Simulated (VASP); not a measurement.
Wanted: the native input for a VASP 6.6.1 run.

| Property | Result |
| --- | --- |
| Task | single point |
| Functional | PBE |
| Potentials or basis | VASP PAW PBE potentials, release 64 (Hg, Te) |
| Cutoff | 500 eV |
| k mesh | 6 × 6 × 6 |
| Occupations | fermi-dirac, width 0.02 eV |
| Spin | no spin polarisation |
| Dipole correction | no |
| Further INCAR settings | ALGO = Normal; EDIFF = 1e-06; NBANDS = 16 |

The structure of HgTe lies in POSCAR:

```
HgTe
1.0
    0.0000000000      3.2589408577      3.2589408577
    3.2589408577      0.0000000000      3.2589408577
    3.2589408577      3.2589408577      0.0000000000
Hg Te
1 1
Direct
    0.0000000000      0.0000000000      0.0000000000
    0.2500000000      0.2500000000      0.2500000000
```

These files were run (other wordings do the same):

INCAR

```
PREC = Accurate
ENCUT = 500
EDIFF = 1E-6
ISMEAR = -1
SIGMA = 0.02
LREAL = F
LASPH = T
NELM = 120
ALGO = Normal
ISIF = 2
LWAVE = F
LCHARG = F
GGA = PE
NBANDS = 16
GGA_COMPAT = F
```

KPOINTS

```
regular mesh
0
Gamma
  6 6 6
```

Potentials or basis: VASP PAW PBE potentials, release 64 (Hg, Te).

Command:

```bash
$ cat potpaw_PBE.64/Hg/POTCAR potpaw_PBE.64/Te/POTCAR > POTCAR
$ mpirun -np 1 vasp_std > vasp.out
```

It gave:

```yaml
Pressure: 2.5 GPa
Band_gap_on_the_k_mesh: zero (filled and empty bands touch)
```

Caveat: semilocal functionals underestimate gaps, so a narrow gap can read as zero; spin-orbit coupling is left out, which moves the levels of the heavy elements.

Wall time 13 s on 1 thread of AMD EPYC 9R45 96-Core Processor (Zen 5), on a shared host, peak memory 0.17 GiB.
